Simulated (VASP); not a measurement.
# InSb5 (P4/mmm) in VASP: relaxation of cell and atoms with PBE

Aim: the relaxation of cell and atoms of InSb5 with PBE.

Program: VASP 6.6.1. These are calculated values, not measurements. Logs are shortened: lines on timing, memory, paths and dates and some standing lists are left out, and cuts for length are marked.

**1. The cell of the first run**

Symmetry: P4/mmm, No. 123, tetragonal system. Conventional cell: a = 7.099 Å, b = 7.099 Å, c = 6.125 Å, α = 90.00°, β = 90.00°, γ = 90.00°. Within 4.0 Å of In (site symmetry 4/mmm) lie 2 Sb at 3.06 Å. Within 3.7 Å of Sb (site symmetry m2m) lie 3 Sb at 2.83 to 3.02 Å. Sb (site symmetry 4/mmm) has 4 Sb at 3.02 Å and 2 In at 3.06 Å within 4.0 Å.

The cell was generated, and may not be a known phase.

**2. Relaxation of cell and atoms, PBE**

INCAR reads:

```
SYSTEM = InSb5
ALGO     = Normal         ! electronic algorithm
EDIFF    = 1E-6           ! SCF threshold, eV
EDIFFG   = -0.01          ! ionic threshold
ENCUT    = 600            ! plane-wave cutoff, eV
GGA      = PE             ! functional
IBRION   = 2              ! ionic algorithm
ISIF     = 3              ! what is computed and relaxed
ISMEAR   = 0              ! smearing method
LASPH    = .True.         ! aspherical terms in the spheres
LCHARG   = .False.        ! write CHGCAR
LREAL    = .False.        ! projectors in reciprocal space
LWAVE    = .False.        ! write WAVECAR
NELM     = 100            ! most SCF steps
NSW      = 100            ! ionic steps
PREC     = Accurate       ! precision mode
SIGMA    = 0.1            ! smearing width, eV
```

KPOINTS reads:

```
k-points
0
Gamma
  6 6 6
  0 0 0
```

POSCAR reads:

```
InSb5
1.0
    7.0992643871      0.0000000000      0.0000000000
    0.0000000000      7.0992643871      0.0000000000
    0.0000000000      0.0000000000      6.1254204794
In Sb
1 5
Direct
    0.0000000000      0.0000000000      0.5000000000
    0.6995048465      0.6995048465      0.0000000000
    0.3004951535      0.3004951535      0.0000000000
    0.6995048465      0.3004951535      0.0000000000
    0.3004951535      0.6995048465      0.0000000000
    0.0000000000      0.0000000000      0.0000000000
```

Potentials or basis: VASP PAW PBE potentials, release 64 (In_d, Sb).

On the command line:

```console
$ cat potpaw_PBE.64/In_d/POTCAR potpaw_PBE.64/Sb/POTCAR > POTCAR
$ mpirun -np 1 vasp_std > vasp.out
```

OUTCAR:

```text
SYSTEM = InSb5
   EDIFF = 1E-6
   EDIFFG = -0.01
   ENCUT = 600
   GGA = PE
   IBRION = 2
   ISIF = 3
   ISMEAR = 0
   LASPH = .True.
   LREAL = .False.
   NELM = 100
   NSW = 100
   PREC = Accurate

 ion  position               nearest neighbor table
   1  0.000  0.000  0.500-   6 3.06   6 3.06
   2  0.700  0.700  0.000-   4 2.83   5 2.83   6 3.02
   3  0.300  0.300  0.000-   4 2.83   5 2.83   6 3.02
   4  0.700  0.300  0.000-   2 2.83   3 2.83   6 3.02
   5  0.300  0.700  0.000-   2 2.83   3 2.83   6 3.02
   6  0.000  0.000  0.000-   2 3.02   3 3.02   4 3.02   5 3.02   1 3.06   1 3.06

  LATTYP: Found a simple tetragonal cell.
 ALAT       =     7.0992643871
 C/A-ratio  =     0.8628246739

  Lattice vectors:

 A1 = (   7.0992643871,   0.0000000000,   0.0000000000)
 A2 = (   0.0000000000,   7.0992643871,   0.0000000000)
 A3 = (   0.0000000000,   0.0000000000,   6.1254204794)

Analysis of symmetry for initial positions (statically):
=====================================================================
 Subroutine PRICEL returns:
 Original cell was already a primitive cell.

 Routine SETGRP: Setting up the symmetry group for a
 simple tetragonal supercell.

 Subroutine GETGRP returns: Found 16 space group operations
 (whereof 16 operations were pure point group operations)
 out of a pool of 16 trial point group operations.

The static configuration has the point symmetry D_4h.

Analysis of symmetry for dynamics (positions and initial velocities):
=====================================================================
 Subroutine PRICEL returns:
 Original cell was already a primitive cell.

 Routine SETGRP: Setting up the symmetry group for a
 simple tetragonal supercell.

 Subroutine GETGRP returns: Found 16 space group operations
 (whereof 16 operations were pure point group operations)
 out of a pool of 16 trial point group operations.

The dynamic configuration has the point symmetry D_4h.

 Subroutine INISYM returns: Found 16 space group operations
 (whereof 16 operations are pure point group operations),
 and found     1 'primitive' translations

----------------------------------------------------------------------------------------

                                     Primitive cell

  volume of cell :     308.7185

  direct lattice vectors                    reciprocal lattice vectors
     7.099264387  0.000000000  0.000000000     0.140859665  0.000000000  0.000000000
     0.000000000  7.099264387  0.000000000     0.000000000  0.140859665  0.000000000
     0.000000000  0.000000000  6.125420479     0.000000000  0.000000000  0.163254099

  length of vectors
     7.099264387  7.099264387  6.125420479     0.140859665  0.140859665  0.163254099

  position of ions in fractional coordinates (direct lattice)
     0.000000000  0.000000000  0.500000000
     0.699504846  0.699504846  0.000000000
     0.300495154  0.300495154  0.000000000
     0.699504846  0.300495154  0.000000000
     0.300495154  0.699504846  0.000000000
     0.000000000  0.000000000  0.000000000

  ion indices of the primitive-cell ions
   primitive index   ion index
                 1           1
                 2           2
                 3           3
                 4           4
                 5           5
                 6           6

----------------------------------------------------------------------------------------

 KPOINTS: k-points

Automatic generation of k-mesh.
 Grid dimensions read from file:
 generate k-points for:    6    6    6

 Generating k-lattice:

  Cartesian coordinates                     Fractional coordinates (reciprocal lattice)
     0.023476611  0.000000000  0.000000000     0.166666667  0.000000000  0.000000000
     0.000000000  0.023476611  0.000000000     0.000000000  0.166666667  0.000000000
     0.000000000  0.000000000  0.027209016     0.000000000  0.000000000  0.166666667

  Length of vectors
     0.023476611  0.023476611  0.027209016

  Shift w.r.t. Gamma in fractional coordinates (k-lattice)
     0.000000000  0.000000000  0.000000000

 Subroutine IBZKPT returns following result:
 ===========================================

 Found     40 irreducible k-points:

 Following reciprocal coordinates:
            Coordinates               Weight
  0.000000  0.000000  0.000000      1.000000
  0.166667  0.000000  0.000000      4.000000
  0.333333  0.000000  0.000000      4.000000
  0.500000  0.000000  0.000000      2.000000
  0.166667  0.166667  0.000000      4.000000
  0.333333  0.166667  0.000000      8.000000
[... 16 lines left out ...]
  0.333333  0.000000  0.333333      8.000000
  0.500000  0.000000  0.333333      4.000000
 [... further k-points ...]
   k-points           NKPTS =     40   k-points in BZ     NKDIM =     40   number of bands    NBANDS=     23
   number of dos      NEDOS =    301   number of ions     NIONS =      6
   total plane-waves  NPLWV = 180000
   dimension x,y,z NGX =    60 NGY =   60 NGZ =   50
   dimension x,y,z NGXF=   120 NGYF=  120 NGZF=  100
   ions per type =               1   5
   NGX,Y,Z   is equivalent  to a cutoff of  14.05, 14.05, 13.57 a.u.
   NGXF,Y,Z  is equivalent  to a cutoff of  28.10, 28.10, 27.14 a.u.
 SYSTEM =  InSb5
   PREC   = accura    normal or accurate (medium, high low for compatibility)
   ISTART =      0    job   : 0-new  1-cont  2-samecut
   ICHARG =      2    charge: 1-file 2-atom 10-const
   ISPIN  =      1    spin polarized calculation?
   LNONCOLLINEAR =      F non collinear calculations
   LSORBIT =      F    spin-orbit coupling
   LASPH  =      T    aspherical Exc in radial PAW
   ENCUT  =  600.0 eV  44.10 Ry    6.64 a.u.  14.18 14.18 12.23*2*pi/ulx,y,z
   NELM   =    100;   NELMIN=  2; NELMDL= -5     # of ELM steps
   EDIFF  = 0.1E-05   stopping-criterion for ELM
   LREAL  =      F    real-space projection
   EDIFFG = -.1E-01   stopping-criterion for IOM
   NSW    =    100    number of steps for IOM
   IBRION =      2    ionic relax: 0-MD 1-quasi-New 2-CG
   NFREE  =      1    steps in history (QN), initial steepest desc. (CG)
   ISIF   =      3    stress and relaxation
   ISYM   =      2    0-nonsym 1-usesym 2-fastsym
   POTIM  = 0.5000    time-step for ionic-motion
   TEBEG  =    0.0;   TEEND  =   0.0 temperature during run
   PSTRESS=    0.0 pullay stress
   NELECT =      38.0000    total number of electrons
   NUPDOWN=      -1.0000    fix difference up-down
   EMIN   =  10.00;   EMAX   =-10.00  energy-range for DOS
   EFERMI =   0.00;   METHOD = LEGACY
   ISMEAR =     0;   SIGMA  =   0.10  broadening in eV -4-tet -1-fermi 0-gaus
   EFERMI_NEDOS =   21; number of points for ismear=-14 and -15
   IALGO  =     38    algorithm
   IMIX   =      4    mixing-type and parameters
     AMIX     =   0.40;   BMIX     =  1.00
     AMIX_MAG =   1.60;   BMIX_MAG =  1.00
  volume/ion in A,a.u.               =      51.45       347.22
  Fermi-wavevector in a.u.,A,eV,Ry     =   0.814358  1.538913  9.023089  0.663178
  Thomas-Fermi vector in A             =   1.924250
   LORBIT       =      0    0 simple, 1 ext, 2 COOP (PROOUT), +10 PAW based schemes
   GGA     = PE    functional components
   LHFCALC =     F    Hartree Fock is set to
   AEXX    =    0.0000 exact exchange contribution
   IVDW    =     0    specifies the selected vdW correction
   LEPSILON=     F    determine dielectric tensor
   LRPA    =     F    only Hartree local field effects (RPA)
 conjugate gradient relaxation of ions
 non-spin polarized calculation
 Gauss-broadening in eV      SIGMA  =   0.10
  energy-cutoff  :      600.00
  volume of cell :      308.72
 maximum number of plane-waves:     10344
 NGX is ok and might be reduce to    60
   NGX = 29   NGY = 29   NGZ = 25

--------------------------------------- Ionic step        1  -------------------------------------------

 number of electron      38.0000006 magnetization

 Free energy of the ion-electron system (eV)
  ---------------------------------------------------
  ext. energy  EPLUGINS =         0.00000000
  ---------------------------------------------------
  free energy    TOTEN  =       -19.99334275 eV

  energy without entropy =      -19.96415215  energy(sigma->0) =      -19.97874745

------------------------ aborting loop because EDIFF is reached ----------------------------------------

  FORCE on cell =-STRESS in cart. coord.  units (eV):
  Direction    XX          YY          ZZ          XY          YZ          ZX
  --------------------------------------------------------------------------------------
  -------------------------------------------------------------------------------------
  Total       -0.1388953     -0.1388953      0.8681181      0.0000000      0.0000000      0.0000000
  in kB       -0.7208344     -0.7208344      4.5053317      0.0000000      0.0000000      0.0000000
  external PRESSURE =       1.0212210 kB  Pullay stress =       0.0000000 kB
[... 145 lines left out ...]
  energy  without entropy=      -19.9755622025  energy(sigma->0) =      -19.98956687

--------------------------------------- Ionic step        5  -------------------------------------------

 number of electron      38.0000011 magnetization

 Free energy of the ion-electron system (eV)
  ---------------------------------------------------
  ext. energy  EPLUGINS =         0.00000000
  ---------------------------------------------------
  free energy    TOTEN  =       -20.00428903 eV

  energy without entropy =      -19.97728197  energy(sigma->0) =      -19.99078550

 E-fermi :   2.0925     XC(G=0):  -6.7891

 val. band max:        2.0830014798   @ k =   0.5000   0.5000   0.0000
 cond. band min:       2.1036018967   @ k =   0.3333   0.0000   0.0000
 fundamental gap:      0.0206004169
 Fermi energy:         2.0925392459

 k-point     1 :       0.0000    0.0000    0.0000
  band No.  band energies     occupation
      1     -12.7885      2.00000
      2     -12.7868      2.00000
      3     -12.7252      2.00000
      4     -12.7027      2.00000
      5     -12.7027      2.00000
      6      -9.2937      2.00000
[... 613 lines left out ...]
     22       3.0361      0.00000
     23       3.4885      0.00000

 [... further k-points ...]
[... 5 lines left out ...]
  --------------------------------------------------------------------------------------
  -------------------------------------------------------------------------------------
  Total        0.0280905      0.0280905     -0.0305457      0.0000000     -0.0000000      0.0000000
  in kB        0.1427720      0.1427720     -0.1552509      0.0000000     -0.0000000      0.0000000
  external PRESSURE =       0.0434311 kB  Pullay stress =       0.0000000 kB
[... 21 lines left out ...]
  FREE ENERGIE OF THE ION-ELECTRON SYSTEM (eV)
  ---------------------------------------------------
  free  energy   TOTEN  =       -20.0042890302 eV

  energy  without entropy=      -19.9772819714  energy(sigma->0) =      -19.99078550

 reached required accuracy - stopping structural energy minimisation
```

It took 9.3 min on 1 thread of Intel Xeon 6975P-C (Granite Rapids), shared host; peak memory 0.66 GiB.

Results:

- Free energy: -20.0043 eV
- Relaxed volume: 52.54 Å³/atom
- Relaxed cell: a = 7.084 Å, b = 7.084 Å, c = 6.282 Å, α = 90.00°, β = 90.00°, γ = 90.00°
- Space group after relaxing (to 0.1 Å): P4/mmm (No. 123)
- Energy gained by relaxing: 1.8 meV/atom
- Ionic steps: 5
- Pressure after relaxing: 0.0 GPa
- Largest force after relaxing: 0.004 eV/Å
- Band gap on the k mesh: zero (bands 19 and 20 overlap by 1.14 eV)

Forces on the atoms (eV/Å):
```
In   0.000  0.000  0.000
Sb   0.003  0.003  0.000
Sb  -0.003 -0.003  0.000
Sb   0.003 -0.003  0.000
Sb  -0.003  0.003  0.000
Sb   0.000  0.000  0.000
```

The path:
| step | energy change (eV) | largest force (eV/Å) | pressure (GPa) | volume (Å³) |
| --- | --- | --- | --- | --- |
| 1 | 0.0000 | 0.0006 | 0.10 | 308.72 |
| 2 | -0.0054 | 0.0128 | 0.10 | 310.18 |
| 3 | -0.0103 | 0.0414 | 0.12 | 313.55 |
| 4 | -0.0102 | 0.0344 | -0.12 | 316.99 |
| 5 | -0.0109 | 0.0036 | 0.00 | 315.23 |

Final structure:
```
In Sb
1.0
     7.08401    0.00000    0.00000
     0.00000    7.08401    0.00000
     0.00000    0.00000    6.28157
In Sb
1 5
Direct
  0.00000 0.00000 0.50000
  0.69966 0.69966 0.00000
  0.30034 0.30034 0.00000
  0.69966 0.30034 0.00000
  0.30034 0.69966 0.00000
  0.00000 0.00000 0.00000
```

Caveat: spin-orbit coupling is left out, which moves the levels of the heavy elements.

The gap in the log of VASP goes by the Fermi energy; the results here count the filled bands.